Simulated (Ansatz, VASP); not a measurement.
One calculation of Pb, two programs

Contents of INCAR:

```
  ALGO = Normal
  EDIFF = 1E-6
  EDIFFG = -0.005
  ENCUT = 600
  GGA = CA
  IBRION = 2
  ISIF = 3
  ISMEAR = -1
  LASPH = T
  LCHARG = F
  LREAL = F
  LWAVE = F
  NELM = 100
  NSW = 45
  PREC = Accurate
  SIGMA = 0.05
```

The input KPOINTS:

```
k-points
0
Gamma
  11 11 11
```

Contents of POSCAR:

```
Pb
1.0
    0.0000000000      3.4118954536      3.4118954536
    3.4118954536      0.0000000000      3.4118954536
    3.4118954536      3.4118954536      0.0000000000
Pb
2
Direct
   -0.1250000000     -0.1250000000     -0.1250000000
    0.1250000000      0.1250000000      0.1250000000
```

Input for Ansatz:

```yaml
crystal:
  lattice:
    - [0.0, 3.4118954536, 3.4118954536]
    - [3.4118954536, 0.0, 3.4118954536]
    - [3.4118954536, 3.4118954536, 0.0]
  atoms:
    - { symbol: Pb, position: [-0.125, -0.125, -0.125] }
    - { symbol: Pb, position: [0.125, 0.125, 0.125] }
kpoints:
  mp_grid: { grid: [11, 11, 11] }
scf:
  occupations: { method: fermi_dirac, width: 0.05 }
hamiltonian:
  xc: lda
  pseudopotentials:
    kind: all_electron
    lapw: { basis_error: 0.0005 }
    relativity: none
output:
  forces: true
  stress: true
  eigenvalues: true
  populations: true
relax:
  f_tol: 0.005
  max_steps: 25
  cell: {}
```

Alike in both runs: task relaxation of cell and atoms; functional LDA; k mesh 11 × 11 × 11; occupations fermi-dirac, width 0.05 eV; no spin polarisation.

```csv
,VASP,Ansatz
version,VASP 6.6.1,Ansatz 0.2.0
potentials or method,"VASP PAW LDA potentials, release 64 (Pb_d), cutoff 600 eV","all-electron LAPW, non-relativistic"
```

Ansatz gave:

```
relaxed volume (Å³/atom)                                     : 41.01
relaxed cell length with the largest relative difference (Å) : 4.877
```

Problem. Estimate VASP's values.

Solution. Relaxed volume (Å³/atom): 39.83; relaxed cell length with the largest relative difference (Å): 4.830.

LDA's correlation is that of Perdew and Zunger in VASP and of Perdew and Wang (1992) in Ansatz. Ansatz ran all-electron here, and VASP with PAW potentials.

Spin-orbit coupling is off throughout.
